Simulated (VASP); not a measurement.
# Cu2Sn2S (R-3m) in VASP: single point with r2SCAN

Aim: the single point of Cu2Sn2S with r2SCAN.

Everything below comes from runs of VASP 6.6.1. Logs are shortened: lines on timing, memory, paths and dates and some standing lists are left out, and cuts for length are marked.

## 1. The cell of the first run

The structure is trigonal, space group R-3m (No. 166). Conventional cell: a = 3.803 Å, b = 3.803 Å, c = 26.440 Å, α = 90.00°, β = 90.00°, γ = 120.00°. Sn (site symmetry 3m) has 3 S at 2.69 Å and 3 Cu at 2.75 Å within 3.5 Å. Within 3.6 Å of Cu (site symmetry 3m) lie 3 Sn at 2.75 Å and 3 Cu at 3.25 Å. Within 3.5 Å of S (site symmetry -3m) lie 6 Sn at 2.69 Å.

## 2. Single point, r2SCAN

Contents of POSCAR:

```
Cu2Sn2S
1.0
    0.0000000000     -1.9446800000      3.2683750000
    0.7962380000     -1.7742010000     -3.2683750000
    9.0827280000      0.0000000000      0.0000000000
Sn Cu S
2 2 1
Direct
    0.6080000000      0.2160000000      0.1760000000
    0.3920000000      0.7840000000      0.8240000000
    0.2120000000      0.4240000000      0.3640000000
    0.7880000000      0.5760000000      0.6360000000
    0.0000000000      0.0000000000      0.0000000000
```

Contents of INCAR.step1:

```
SYSTEM = Cu2Sn2S
PREC     = Accurate       ! precision mode
ENCUT    = 520            ! plane-wave cutoff, eV
ISMEAR   = 1              ! smearing method
SIGMA    = 0.0103         ! smearing width, eV
LREAL    = .FALSE.        ! projectors in reciprocal space
LASPH    = .TRUE.         ! aspherical terms in the spheres
NELM     = 100            ! most SCF steps
NBANDS   = 36             ! bands
GGA      = PE             ! functional
ALGO     = Normal         ! electronic algorithm
EDIFF    = 1E-4           ! SCF threshold, eV
LWAVE    = .TRUE.         ! write WAVECAR
LCHARG   = .FALSE.        ! write CHGCAR
```

Contents of INCAR.step2:

```
SYSTEM = Cu2Sn2S
PREC     = Accurate       ! precision mode
ENCUT    = 520            ! plane-wave cutoff, eV
EDIFF    = 1E-6           ! SCF threshold, eV
ISMEAR   = 1              ! smearing method
SIGMA    = 0.0103         ! smearing width, eV
LREAL    = .FALSE.        ! projectors in reciprocal space
LASPH    = .TRUE.         ! aspherical terms in the spheres
NELM     = 100            ! most SCF steps
ALGO     = Normal         ! electronic algorithm
ISIF     = 2              ! what is computed and relaxed
LWAVE    = .FALSE.        ! write WAVECAR
LCHARG   = .TRUE.         ! write CHGCAR
METAGGA  = R2SCAN         ! meta-GGA
LMIXTAU  = .TRUE.       
LELF     = .TRUE.         ! ELF
LVHAR    = .TRUE.       
NBANDS   = 36             ! bands
ISTART   = 1
```

Contents of KPOINTS:

```
regular mesh
0
G
  8 8 8
  0 0 0
```

Potentials or basis: VASP PAW PBE potentials, release 64 (Sn_d, Cu, S).

The run is started by

```bash
$ cat potpaw_PBE.64/Sn_d/POTCAR potpaw_PBE.64/Cu/POTCAR potpaw_PBE.64/S/POTCAR > POTCAR
$ cp INCAR.step1 INCAR
$ mpirun -np 1 vasp_std > vasp.out
$ cp INCAR.step2 INCAR
$ mpirun -np 1 vasp_std > vasp.out
```

OUTCAR:

```text
SYSTEM = Cu2Sn2S
   PREC = Accurate
   ENCUT = 520
   EDIFF = 1E-6
   ISMEAR = 1
   LREAL = .FALSE.
   LASPH = .TRUE.
   NELM = 100
   ISIF = 2
   METAGGA = R2SCAN
   ISTART = 1

 ion  position               nearest neighbor table
   1  0.608  0.216  0.176-   5 2.69   5 2.69   5 2.69   3 2.75   3 2.75   3 2.75
   2  0.392  0.784  0.824-   5 2.69   5 2.69   5 2.69   4 2.75   4 2.75   4 2.75
   3  0.212  0.424  0.364-   1 2.75   1 2.75   1 2.75
   4  0.788  0.576  0.636-   2 2.75   2 2.75   2 2.75
   5  0.000  0.000  0.000-   1 2.69   2 2.69   1 2.69   2 2.69   1 2.69   2 2.69

  LATTYP: Found a trigonal (rhomboedric) cell.
 ALAT       =     9.0827280000
 COS(alpha) =     0.9123346824

  Lattice vectors:

 A1 = (   9.0827280000,   0.0000000000,   0.0000000000)
 A2 = (   8.2864900000,   3.7188810000,   0.0000000000)
 A3 = (   8.2864900000,   1.7742010000,   3.2683750000)

Analysis of symmetry for initial positions (statically):
=====================================================================
 Subroutine PRICEL returns:
 Original cell was already a primitive cell.

 Routine SETGRP: Setting up the symmetry group for a
 trigonal (rhombohedral) supercell.

 Subroutine GETGRP returns: Found 12 space group operations
 (whereof 12 operations were pure point group operations)
 out of a pool of 12 trial point group operations.

The static configuration has the point symmetry D_3d.

Analysis of symmetry for dynamics (positions and initial velocities):
=====================================================================
 Subroutine PRICEL returns:
 Original cell was already a primitive cell.

 Routine SETGRP: Setting up the symmetry group for a
 trigonal (rhombohedral) supercell.

 Subroutine GETGRP returns: Found 12 space group operations
 (whereof 12 operations were pure point group operations)
 out of a pool of 12 trial point group operations.

The dynamic configuration has the point symmetry D_3d.

 Subroutine INISYM returns: Found 12 space group operations
 (whereof 12 operations are pure point group operations),
 and found     1 'primitive' translations

----------------------------------------------------------------------------------------

                                     Primitive cell

  volume of cell :     110.3978

  direct lattice vectors                    reciprocal lattice vectors
     0.000000000 -1.944680000  3.268375000     0.000000000 -0.268898091  0.145968336
     0.796238000 -1.774201000 -3.268375000     0.000000000 -0.268898091 -0.159994107
     9.082728000  0.000000000  0.000000000     0.110099080  0.023572970  0.014025895
[... 94 lines left out ...]
   IBRION =     -1    ionic relax: 0-MD 1-quasi-New 2-CG
   NFREE  =      0    steps in history (QN), initial steepest desc. (CG)
   ISIF   =      2    stress and relaxation
   ISYM   =      2    0-nonsym 1-usesym 2-fastsym
   POTIM  = 0.5000    time-step for ionic-motion
   TEBEG  =    0.0;   TEEND  =   0.0 temperature during run
   PSTRESS=    0.0 pullay stress
   NELECT =      56.0000    total number of electrons
   NUPDOWN=      -1.0000    fix difference up-down
   EMIN   =  10.00;   EMAX   =-10.00  energy-range for DOS
   EFERMI =   0.00;   METHOD = LEGACY
   ISMEAR =     1;   SIGMA  =   0.01  broadening in eV -4-tet -1-fermi 0-gaus
   EFERMI_NEDOS =   21; number of points for ismear=-14 and -15
   IALGO  =     38    algorithm
   IMIX   =      4    mixing-type and parameters
     AMIX     =   0.40;   BMIX     =  1.00
     AMIX_MAG =   1.60;   BMIX_MAG =  1.00
  volume/ion in A,a.u.               =      22.08       149.00
  Fermi-wavevector in a.u.,A,eV,Ry     =   1.305622  2.467267 23.193143  1.704648
  Thomas-Fermi vector in A             =   2.436478
   LORBIT       =      0    0 simple, 1 ext, 2 COOP (PROOUT), +10 PAW based schemes
   METAGGA = R2SCAN    functional components
   LHFCALC =     F    Hartree Fock is set to
   AEXX    =    0.0000 exact exchange contribution
   IVDW    =     0    specifies the selected vdW correction
   LEPSILON=     F    determine dielectric tensor
   LRPA    =     F    only Hartree local field effects (RPA)
 non-spin polarized calculation
 Methfessel and Paxton  Order N= 1 SIGMA  =   0.01
  energy-cutoff  :      520.00
  volume of cell :      110.40
 maximum number of plane-waves:      2992
   NGX = 15   NGY = 15   NGZ = 33

 number of electron      55.9999999 magnetization

 Free energy of the ion-electron system (eV)
  ---------------------------------------------------
  ext. energy  EPLUGINS =         0.00000000
  ---------------------------------------------------
  free energy    TOTEN  =       -76.94464160 eV

  energy without entropy =      -76.94466595  energy(sigma->0) =      -76.94464972

 E-fermi :   6.3376     XC(G=0): -10.7787

 val. band max:        6.2887155481   @ k =   0.2500   0.3750   0.0000
 cond. band min:       6.3405547022   @ k =  -0.1250   0.0000   0.3750
 fundamental gap:      0.0518391541
 Fermi energy:         6.3376269209

 k-point     1 :       0.0000    0.0000    0.0000
  band No.  band energies     occupation
      1     -16.1613      2.00000
      2     -16.1612      2.00000
      3     -16.1432      2.00000
      4     -16.1432      2.00000
      5     -16.1198      2.00000
      6     -16.1172      2.00000
[... 925 lines left out ...]
     35      12.3282      0.00000
     36      13.0681      0.00000

 [... further k-points ...]

------------------------ aborting loop because EDIFF is reached ----------------------------------------

  FORCE on cell =-STRESS in cart. coord.  units (eV):
  Direction    XX          YY          ZZ          XY          YZ          ZX
  --------------------------------------------------------------------------------------
  -------------------------------------------------------------------------------------
  Total        1.2531277     -0.1487648     -0.1922731      0.3145765      0.0400750      0.1871725
  in kB       18.1863461     -2.1589879     -2.7904141      4.5653746      0.5815991      2.7163906
  external PRESSURE =       4.4123147 kB  Pullay stress =       0.0000000 kB

 VOLUME and BASIS-vectors are now :
 -----------------------------------------------------------------------------
  energy-cutoff  :      520.00
  volume of cell :      110.40
      direct lattice vectors                 reciprocal lattice vectors
     0.000000000 -1.944680000  3.268375000     0.000000000 -0.268898091  0.145968336
     0.796238000 -1.774201000 -3.268375000     0.000000000 -0.268898091 -0.159994107
     9.082728000  0.000000000  0.000000000     0.110099080  0.023572970  0.014025895

 POSITION                                       TOTAL-FORCE (eV/Angst)
 -----------------------------------------------------------------------------------
      1.77055     -1.56559      1.28120         2.313250      0.495284      0.294693
      8.10842     -2.15329     -1.28120        -2.313250     -0.495284     -0.294693
      3.64372     -1.16453     -0.69290         0.254670      0.054527      0.032443
      6.23525     -2.55435      0.69290        -0.254670     -0.054527     -0.032443
      0.00000      0.00000      0.00000        -0.000000     -0.000000     -0.000000
 -----------------------------------------------------------------------------------
    total drift:                                0.000000     -0.000000      0.000000

  FREE ENERGIE OF THE ION-ELECTRON SYSTEM (eV)
  ---------------------------------------------------
  free  energy   TOTEN  =       -76.9446416015 eV

  energy  without entropy=      -76.9446659538  energy(sigma->0) =      -76.94464972
```

OSZICAR.step1:

```text
N       E                     dE             d eps       ncg     rms          rms(c)
DAV:   1     0.535469558215E+03    0.53547E+03   -0.26130E+04  4700   0.230E+03
DAV:   2     0.621839168694E+02   -0.47329E+03   -0.46196E+03  4680   0.540E+02
DAV:   3    -0.139246603790E+02   -0.76109E+02   -0.73698E+02  5544   0.206E+02
DAV:   4    -0.188281591190E+02   -0.49035E+01   -0.47964E+01  6252   0.519E+01
DAV:   5    -0.190241029759E+02   -0.19594E+00   -0.19554E+00  6656   0.112E+01    0.158E+01
DAV:   6    -0.206804271661E+02   -0.16563E+01   -0.37551E+01  6372   0.906E+01    0.114E+01
DAV:   7    -0.175066305373E+02    0.31738E+01   -0.11101E+01  6352   0.543E+01    0.443E+00
DAV:   8    -0.177847394596E+02   -0.27811E+00   -0.35146E+00  6848   0.241E+01    0.457E+00
DAV:   9    -0.175016382366E+02    0.28310E+00   -0.20096E+00  6636   0.206E+01    0.101E+00
DAV:  10    -0.174918398623E+02    0.97984E-02   -0.14733E-01  6956   0.550E+00    0.386E-01
DAV:  11    -0.174916267206E+02    0.21314E-03   -0.13762E-02  6828   0.977E-01    0.219E-01
DAV:  12    -0.174914078142E+02    0.21891E-03   -0.17100E-03  6404   0.504E-01    0.881E-02
DAV:  13    -0.174914501393E+02   -0.42325E-04   -0.19701E-04  3232   0.196E-01
   1 F= -.17491450E+02 E0= -.17491430E+02  d E =-.612054E-04
```

Run time: 12 min. Hardware: 1 thread of Intel Xeon Platinum 8259CL at 2.50GHz (Skylake/Cascade Lake), shared host; peak memory 0.39 GiB.

What came out:

| Property | Result |
| --- | --- |
| Free energy | -76.9446 eV |
| Pressure | 0.4 GPa |
| Largest force | 2.384 eV/Å |
| Band gap on the k mesh | zero (bands 28 and 29 overlap by 1.86 eV) |

Forces in eV/Å, atoms in the order of the input:
```
Sn   2.313  0.495  0.295
Sn  -2.313 -0.495 -0.295
Cu   0.255  0.055  0.032
Cu  -0.255 -0.055 -0.032
S    0.000  0.000  0.000
```

Caveat: the PAW data sets were made with another functional, which shifts forces and pressure a little; spin-orbit coupling is left out, which moves the levels of the heavy elements.
